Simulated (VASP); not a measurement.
# Ag (Fm-3m) in VASP: notebook

Runs on Ag. Level: PBE. Tasks: single point.

Program: VASP 6.6.1. These are calculated values, not measurements. Logs are shortened: lines on timing, memory, paths and dates and some standing lists are left out, and cuts for length are marked.

### Step 1. The cell of the first run

Symmetry: Fm-3m, No. 225, cubic system. Conventional cell: a = 4.147 Å, b = 4.147 Å, c = 4.147 Å, α = 90.00°, β = 90.00°, γ = 90.00°. Within 3.9 Å of Ag (site symmetry m-3m) lie 12 Ag at 2.93 Å.

### Step 2. Single point, PBE

INCAR

```
ALGO     = Normal         # electronic algorithm
EDIFF    = 1E-6           # SCF threshold, eV
ENCUT    = 520            # plane-wave cutoff, eV
GGA      = PE             # functional
ISIF     = 2              # what is computed and relaxed
ISMEAR   = -1             # smearing method
LASPH    = True           # aspherical terms in the spheres
LCHARG   = False          # write CHGCAR
LREAL    = False          # projectors in reciprocal space
LWAVE    = False          # write WAVECAR
NBANDS   = 24             # bands
NELM     = 80             # most SCF steps
PREC     = Accurate       # precision mode
SIGMA    = 0.05           # smearing width, eV
```

KPOINTS

```
k-points
0
Gamma
  14 14 5
```

POSCAR

```
Ag
1.0
    0.0000000000      2.0734371548     -2.0734371548
   -2.0734371548      0.0000000000      2.0734371548
    4.1468743096      4.1468743096      4.1468743096
Ag
3
Direct
    0.0000000000      0.0000000000      0.0000000000
    0.3333333330      0.6666666670      0.3333333330
    0.6666666670      0.3333333330      0.6666666670
```

Potentials or basis: VASP PAW PBE potentials, release 64 (Ag).

Run with:

```console
$ cat potpaw_PBE.64/Ag/POTCAR > POTCAR
$ mpirun -np 1 vasp_std > vasp.out
```

OUTCAR:

```text
EDIFF = 1E-6
   ENCUT = 520
   GGA = PE
   ISIF = 2
   ISMEAR = -1
   LASPH = True
   LREAL = False
   NELM = 80
   PREC = Accurate

 ion  position               nearest neighbor table
   1  0.000  0.000  0.000-   2 2.93   3 2.93   3 2.93   2 2.93   3 2.93   2 2.93
   2  0.333  0.667  0.333-   1 2.93   1 2.93   1 2.93   3 2.93   3 2.93   3 2.93
   3  0.667  0.333  0.667-   1 2.93   1 2.93   1 2.93   2 2.93   2 2.93   2 2.93

  LATTYP: Found a hexagonal cell.
 ALAT       =     2.9322829450
 C/A-ratio  =     2.4494897428

  Lattice vectors:

 A1 = (   0.0000000000,   2.0734371548,  -2.0734371548)
 A2 = (  -2.0734371548,   0.0000000000,   2.0734371548)
 A3 = (   4.1468743096,   4.1468743096,   4.1468743096)

Analysis of symmetry for initial positions (statically):
=====================================================================
 Subroutine PRICEL returns following result:

  LATTYP: Found a face centered cubic cell.
 ALAT       =     4.1468743055

  Lattice vectors:

 A1 = (   2.0734371527,   2.0734371527,   0.0000000000)
 A2 = (  -0.0000000021,   2.0734371527,   2.0734371548)
 A3 = (   2.0734371589,   0.0000000041,   2.0734371548)

   3 primitive cells build up your supercell.

 Routine SETGRP: Setting up the symmetry group for a
 hexagonal supercell.

 Subroutine GETGRP returns: Found 12 space group operations
 (whereof 12 operations were pure point group operations)
 out of a pool of 24 trial point group operations.

The static configuration has the point symmetry D_3d.

Analysis of symmetry for dynamics (positions and initial velocities):
=====================================================================
 Subroutine PRICEL returns following result:

  LATTYP: Found a face centered cubic cell.
 ALAT       =     4.1468743055

  Lattice vectors:

 A1 = (   2.0734371527,   2.0734371527,   0.0000000000)
 A2 = (  -0.0000000021,   2.0734371527,   2.0734371548)
 A3 = (   2.0734371589,   0.0000000041,   2.0734371548)

   3 primitive cells build up your supercell.

 Routine SETGRP: Setting up the symmetry group for a
 hexagonal supercell.

 Subroutine GETGRP returns: Found 12 space group operations
 (whereof 12 operations were pure point group operations)
 out of a pool of 24 trial point group operations.

The dynamic configuration has the point symmetry D_3d.

[... 84 lines left out ...]
   NGX,Y,Z   is equivalent  to a cutoff of  13.61, 13.61, 12.50 a.u.
   NGXF,Y,Z  is equivalent  to a cutoff of  27.21, 27.21, 25.00 a.u.
 SYSTEM =  unknown system
   PREC   = accura    normal or accurate (medium, high low for compatibility)
   ISTART =      0    job   : 0-new  1-cont  2-samecut
   ICHARG =      2    charge: 1-file 2-atom 10-const
   ISPIN  =      1    spin polarized calculation?
   LNONCOLLINEAR =      F non collinear calculations
   LSORBIT =      F    spin-orbit coupling
   LASPH  =      T    aspherical Exc in radial PAW
   ENCUT  =  520.0 eV  38.22 Ry    6.18 a.u.   5.45  5.45 13.35*2*pi/ulx,y,z
   NELM   =     80;   NELMIN=  2; NELMDL= -5     # of ELM steps
   EDIFF  = 0.1E-05   stopping-criterion for ELM
   LREAL  =      F    real-space projection
   EDIFFG = 0.1E-04   stopping-criterion for IOM
   NSW    =      0    number of steps for IOM
   IBRION =     -1    ionic relax: 0-MD 1-quasi-New 2-CG
   NFREE  =      0    steps in history (QN), initial steepest desc. (CG)
   ISIF   =      2    stress and relaxation
   ISYM   =      2    0-nonsym 1-usesym 2-fastsym
   POTIM  = 0.5000    time-step for ionic-motion
   TEBEG  =    0.0;   TEEND  =   0.0 temperature during run
   PSTRESS=    0.0 pullay stress
   NELECT =      33.0000    total number of electrons
   NUPDOWN=      -1.0000    fix difference up-down
   EMIN   =  10.00;   EMAX   =-10.00  energy-range for DOS
   EFERMI =   0.00;   METHOD = LEGACY
   ISMEAR =    -1;   SIGMA  =   0.05  broadening in eV -4-tet -1-fermi 0-gaus
   EFERMI_NEDOS =   21; number of points for ismear=-14 and -15
   IALGO  =     38    algorithm
   IMIX   =      4    mixing-type and parameters
     AMIX     =   0.40;   BMIX     =  1.00
     AMIX_MAG =   1.60;   BMIX_MAG =  1.00
  volume/ion in A,a.u.               =      17.83       120.31
  Fermi-wavevector in a.u.,A,eV,Ry     =   1.393707  2.633725 26.428222  1.942420
  Thomas-Fermi vector in A             =   2.517327
   LORBIT       =      0    0 simple, 1 ext, 2 COOP (PROOUT), +10 PAW based schemes
   GGA     = PE    functional components
   LHFCALC =     F    Hartree Fock is set to
   AEXX    =    0.0000 exact exchange contribution
   IVDW    =     0    specifies the selected vdW correction
   LEPSILON=     F    determine dielectric tensor
   LRPA    =     F    only Hartree local field effects (RPA)
 non-spin polarized calculation
  energy-cutoff  :      520.00
  volume of cell :       53.48
 maximum number of plane-waves:      1515
 NGX is ok and might be reduce to    24
   NGX = 11   NGY = 11   NGZ = 27

 number of electron      33.0000008 magnetization

 Free energy of the ion-electron system (eV)
  ---------------------------------------------------
  ext. energy  EPLUGINS =         0.00000000
  ---------------------------------------------------
  free energy    TOTEN  =        -8.15275583 eV

  energy without entropy =       -8.14516877  energy(sigma->0) =       -8.14896230

 E-fermi :   7.8096     XC(G=0): -11.9453

 val. band max:        7.7975216734   @ k =   0.2857   0.0714  -0.0000
 cond. band min:       7.8257210100   @ k =   0.2143   0.1429   0.0000
 fundamental gap:      0.0281993366
 Fermi energy:         7.8095676983

 k-point     1 :       0.0000    0.0000    0.0000
  band No.  band energies     occupation
      1       0.3799      2.00000
      2       1.8140      2.00000
      3       1.8140      2.00000
      4       3.1751      2.00000
      5       3.1766      2.00000
      6       3.1766      2.00000
[... 637 lines left out ...]
     23      15.6934      0.00000
     24      15.6934      0.00000

 [... further k-points ...]
[... 5 lines left out ...]
  --------------------------------------------------------------------------------------
  -------------------------------------------------------------------------------------
  Total       -0.0074715     -0.0074715     -0.0074715     -0.0574175     -0.0574175     -0.0574175
  in kB       -0.2238185     -0.2238185     -0.2238185     -1.7200095     -1.7200095     -1.7200095
  external PRESSURE =      -0.2238185 kB  Pullay stress =       0.0000000 kB

 VOLUME and BASIS-vectors are now :
 -----------------------------------------------------------------------------
  energy-cutoff  :      520.00
  volume of cell :       53.48
      direct lattice vectors                 reciprocal lattice vectors
     0.000000000  2.073437155 -2.073437155    -0.160763654  0.321527308 -0.160763654
    -2.073437155  0.000000000  2.073437155    -0.321527308  0.160763654  0.160763654
     4.146874310  4.146874310  4.146874310     0.080381827  0.080381827  0.080381827

 POSITION                                       TOTAL-FORCE (eV/Angst)
 -----------------------------------------------------------------------------------
      0.00000      0.00000      0.00000         0.000000      0.000000      0.000000
     -0.00000      2.07344      2.07344        -0.000000     -0.000000     -0.000000
      2.07344      4.14687      2.07344         0.000000     -0.000000     -0.000000
 -----------------------------------------------------------------------------------
    total drift:                               -0.000000     -0.000000     -0.000000

  FREE ENERGIE OF THE ION-ELECTRON SYSTEM (eV)
  ---------------------------------------------------
  free  energy   TOTEN  =        -8.1527558257 eV

  energy  without entropy=       -8.1451687747  energy(sigma->0) =       -8.14896230
```

OSZICAR:

```text
N       E                     dE             d eps       ncg     rms          rms(c)
DAV:   1     0.208355461271E+03    0.20836E+03   -0.16555E+04  5000   0.133E+03
DAV:   2    -0.540436452678E+01   -0.21376E+03   -0.19885E+03  5216   0.306E+02
DAV:   3    -0.886469481407E+01   -0.34603E+01   -0.34474E+01  6000   0.454E+01
DAV:   4    -0.887783446966E+01   -0.13140E-01   -0.13139E-01  5496   0.270E+00
DAV:   5    -0.887797097984E+01   -0.13651E-03   -0.13651E-03  6032   0.300E-01    0.806E+00
DAV:   6    -0.817920688484E+01    0.69876E+00   -0.19870E+00  5240   0.130E+01    0.533E+00
DAV:   7    -0.816006620508E+01    0.19141E-01   -0.23305E-02  5576   0.117E+00    0.305E+00
DAV:   8    -0.815271691937E+01    0.73493E-02   -0.17769E-03  5616   0.311E-01    0.127E-01
DAV:   9    -0.815273397883E+01   -0.17059E-04   -0.28215E-05  5888   0.358E-02    0.292E-02
DAV:  10    -0.815275646549E+01   -0.22487E-04   -0.13409E-05  5696   0.315E-02    0.501E-03
DAV:  11    -0.815275582574E+01    0.63975E-06   -0.13589E-07  3752   0.288E-03
   1 F= -.81527558E+01 E0= -.81489623E+01  d E =-.758705E-02
```

stdout:

```text
POSCAR found type information on POSCAR Ag
 POSCAR found :  1 types and       3 ions
 scaLAPACK will be used
 LDA part: xc-table for (Slater+PW92), standard interpolation
 POSCAR, INCAR and KPOINTS ok, starting setup
 FFT: planning ... GRIDC
 FFT: planning ... GRID_SOFT
 FFT: planning ... GRID
 WAVECAR not read
 entering main loop
```

It took 32 s on 1 thread of Intel Xeon 6975P-C (Granite Rapids), shared host; peak memory 0.24 GiB.

Results:

* Free energy: -8.1528 eV
* Pressure: 0.0 GPa

### Step 3. Single point, PBE

INCAR

```
SYSTEM = Ag
PREC = Accurate
ENCUT = 520
EDIFF = 1E-6
ISMEAR = -1
SIGMA = 0.05
LREAL = .False.
LASPH = .True.
NELM = 60
ALGO = Normal
ISIF = 2
LWAVE = .False.
LCHARG = .False.
GGA = PE
NBANDS = 24
```

KPOINTS

```
regular mesh
0
Gamma
  14 14 5
  0 0 0
```

POSCAR is that of step 2.

Potentials or basis: VASP PAW PBE potentials, release 64 (Ag).

Run with:

```console
$ cat potpaw_PBE.64/Ag/POTCAR > POTCAR
$ mpirun -np 1 vasp_std > vasp.out
```

OUTCAR:

```text
SYSTEM = Ag
   PREC = Accurate
   ENCUT = 520
   EDIFF = 1E-6
   ISMEAR = -1
   LREAL = .False.
   LASPH = .True.
   NELM = 60
   ISIF = 2
   GGA = PE

 ion  position               nearest neighbor table
   1  0.000  0.000  0.000-   2 2.93   3 2.93   3 2.93   2 2.93   3 2.93   2 2.93
   2  0.333  0.667  0.333-   1 2.93   1 2.93   1 2.93   3 2.93   3 2.93   3 2.93
   3  0.667  0.333  0.667-   1 2.93   1 2.93   1 2.93   2 2.93   2 2.93   2 2.93

  LATTYP: Found a hexagonal cell.
 ALAT       =     2.9322829450
 C/A-ratio  =     2.4494897428

  Lattice vectors:

 A1 = (   0.0000000000,   2.0734371548,  -2.0734371548)
 A2 = (  -2.0734371548,   0.0000000000,   2.0734371548)
 A3 = (   4.1468743096,   4.1468743096,   4.1468743096)

Analysis of symmetry for initial positions (statically):
=====================================================================
 Subroutine PRICEL returns following result:

  LATTYP: Found a face centered cubic cell.
 ALAT       =     4.1468743055

  Lattice vectors:

 A1 = (   2.0734371527,   2.0734371527,   0.0000000000)
 A2 = (  -0.0000000021,   2.0734371527,   2.0734371548)
 A3 = (   2.0734371589,   0.0000000041,   2.0734371548)

   3 primitive cells build up your supercell.

 Routine SETGRP: Setting up the symmetry group for a
 hexagonal supercell.

 Subroutine GETGRP returns: Found 12 space group operations
 (whereof 12 operations were pure point group operations)
 out of a pool of 24 trial point group operations.

The static configuration has the point symmetry D_3d.

Analysis of symmetry for dynamics (positions and initial velocities):
=====================================================================
 Subroutine PRICEL returns following result:

  LATTYP: Found a face centered cubic cell.
 ALAT       =     4.1468743055

  Lattice vectors:

 A1 = (   2.0734371527,   2.0734371527,   0.0000000000)
 A2 = (  -0.0000000021,   2.0734371527,   2.0734371548)
[... 118 lines left out ...]
   TEBEG  =    0.0;   TEEND  =   0.0 temperature during run
   PSTRESS=    0.0 pullay stress
   NELECT =      33.0000    total number of electrons
   NUPDOWN=      -1.0000    fix difference up-down
   EMIN   =  10.00;   EMAX   =-10.00  energy-range for DOS
   EFERMI =   0.00;   METHOD = LEGACY
   ISMEAR =    -1;   SIGMA  =   0.05  broadening in eV -4-tet -1-fermi 0-gaus
   EFERMI_NEDOS =   21; number of points for ismear=-14 and -15
   IALGO  =     38    algorithm
   IMIX   =      4    mixing-type and parameters
     AMIX     =   0.40;   BMIX     =  1.00
     AMIX_MAG =   1.60;   BMIX_MAG =  1.00
  volume/ion in A,a.u.               =      17.83       120.31
  Fermi-wavevector in a.u.,A,eV,Ry     =   1.393707  2.633725 26.428222  1.942420
  Thomas-Fermi vector in A             =   2.517327
   LORBIT       =      0    0 simple, 1 ext, 2 COOP (PROOUT), +10 PAW based schemes
   GGA     = PE    functional components
   LHFCALC =     F    Hartree Fock is set to
   AEXX    =    0.0000 exact exchange contribution
   IVDW    =     0    specifies the selected vdW correction
   LEPSILON=     F    determine dielectric tensor
   LRPA    =     F    only Hartree local field effects (RPA)
 non-spin polarized calculation
  energy-cutoff  :      520.00
  volume of cell :       53.48
 maximum number of plane-waves:      1515
 NGX is ok and might be reduce to    24
   NGX = 11   NGY = 11   NGZ = 27

 number of electron      33.0000008 magnetization

 Free energy of the ion-electron system (eV)
  ---------------------------------------------------
  ext. energy  EPLUGINS =         0.00000000
  ---------------------------------------------------
  free energy    TOTEN  =        -8.15275583 eV

  energy without entropy =       -8.14516877  energy(sigma->0) =       -8.14896230

 E-fermi :   7.8096     XC(G=0): -11.9453

 val. band max:        7.7975216734   @ k =   0.2857   0.0714  -0.0000
 cond. band min:       7.8257210100   @ k =   0.2143   0.1429   0.0000
 fundamental gap:      0.0281993366
 Fermi energy:         7.8095676983

 k-point     1 :       0.0000    0.0000    0.0000
  band No.  band energies     occupation
      1       0.3799      2.00000
      2       1.8140      2.00000
      3       1.8140      2.00000
      4       3.1751      2.00000
      5       3.1766      2.00000
      6       3.1766      2.00000
[... 637 lines left out ...]
     23      15.6934      0.00000
     24      15.6934      0.00000

 [... further k-points ...]
[... 5 lines left out ...]
  --------------------------------------------------------------------------------------
  -------------------------------------------------------------------------------------
  Total       -0.0074715     -0.0074715     -0.0074715     -0.0574175     -0.0574175     -0.0574175
  in kB       -0.2238185     -0.2238185     -0.2238185     -1.7200095     -1.7200095     -1.7200095
  external PRESSURE =      -0.2238185 kB  Pullay stress =       0.0000000 kB

 VOLUME and BASIS-vectors are now :
 -----------------------------------------------------------------------------
  energy-cutoff  :      520.00
  volume of cell :       53.48
      direct lattice vectors                 reciprocal lattice vectors
     0.000000000  2.073437155 -2.073437155    -0.160763654  0.321527308 -0.160763654
    -2.073437155  0.000000000  2.073437155    -0.321527308  0.160763654  0.160763654
     4.146874310  4.146874310  4.146874310     0.080381827  0.080381827  0.080381827

 POSITION                                       TOTAL-FORCE (eV/Angst)
 -----------------------------------------------------------------------------------
      0.00000      0.00000      0.00000         0.000000      0.000000      0.000000
     -0.00000      2.07344      2.07344        -0.000000     -0.000000     -0.000000
      2.07344      4.14687      2.07344         0.000000     -0.000000     -0.000000
 -----------------------------------------------------------------------------------
    total drift:                               -0.000000     -0.000000     -0.000000

  FREE ENERGIE OF THE ION-ELECTRON SYSTEM (eV)
  ---------------------------------------------------
  free  energy   TOTEN  =        -8.1527558257 eV

  energy  without entropy=       -8.1451687747  energy(sigma->0) =       -8.14896230
```

OSZICAR:

```text
N       E                     dE             d eps       ncg     rms          rms(c)
DAV:   1     0.208355461271E+03    0.20836E+03   -0.16555E+04  5000   0.133E+03
DAV:   2    -0.540436452678E+01   -0.21376E+03   -0.19885E+03  5216   0.306E+02
DAV:   3    -0.886469481407E+01   -0.34603E+01   -0.34474E+01  6000   0.454E+01
DAV:   4    -0.887783446966E+01   -0.13140E-01   -0.13139E-01  5496   0.270E+00
DAV:   5    -0.887797097984E+01   -0.13651E-03   -0.13651E-03  6032   0.300E-01    0.806E+00
DAV:   6    -0.817920688484E+01    0.69876E+00   -0.19870E+00  5240   0.130E+01    0.533E+00
DAV:   7    -0.816006620508E+01    0.19141E-01   -0.23305E-02  5576   0.117E+00    0.305E+00
DAV:   8    -0.815271691937E+01    0.73493E-02   -0.17769E-03  5616   0.311E-01    0.127E-01
DAV:   9    -0.815273397883E+01   -0.17059E-04   -0.28215E-05  5888   0.358E-02    0.292E-02
DAV:  10    -0.815275646549E+01   -0.22487E-04   -0.13409E-05  5696   0.315E-02    0.501E-03
DAV:  11    -0.815275582574E+01    0.63975E-06   -0.13589E-07  3752   0.288E-03
   1 F= -.81527558E+01 E0= -.81489623E+01  d E =-.758705E-02
```

Run time: 32 s. Hardware: 1 thread of Intel Xeon 6975P-C (Granite Rapids), shared host; peak memory 0.25 GiB.

What came out:

```
Free energy : -8.1528 eV
Pressure    : 0.0 GPa
```
